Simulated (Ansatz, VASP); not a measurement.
# One calculation of BeTe2, two programs

```
Be Te
1.0
     3.89189    0.00000    0.00000
    -1.94595    3.37048    0.00000
     0.00000    0.00000    5.21855
Be Te
1 2
Direct
  0.00000 0.00000 0.00000
  0.33333 0.66667 0.26547
  0.66667 0.33333 0.73453
```

Change from the starting cell: species swapped into the TiBr2 type (P-3m1, No. 164).

Alike in both runs: functional PBE; k mesh 6 × 6 × 3; occupations gaussian, width 0.2 eV; no spin polarisation.

Ansatz relaxed the structure, and its values are those at the end. VASP's run is a single point on that final structure, the one shown.

|  | VASP | Ansatz |
| --- | --- | --- |
| version | VASP 6.6.1 | Ansatz 0.2.0 |
| potentials or method | VASP PAW PBE potentials, release 64 (Be, Te), cutoff 600 eV | scalar-relativistic, plane waves, PAW |
| valence electrons in the cell | 14 | 34 |

|  | VASP | Ansatz | Ansatz less VASP |
| --- | --- | --- | --- |
| gap on the k mesh at the Fermi level (eV) | none | none | - |
| pressure (GPa) | 0.1 | 0.1 | -0.01 |
| rms of the force components (eV/Å) | 0.007 | 0.002 | -0.0045 |

A gap of «none» marks a metal or a gap that the smearing closes. With one functional, cell and mesh, what is left measures potentials, basis and numerics. VASP's potentials hold 14 valence electrons a cell and Ansatz's 34, so a difference there can come from the potentials and not from the codes.

The k mesh is coarse, so the values compare programs but aren't converged. Spin-orbit coupling is off throughout.
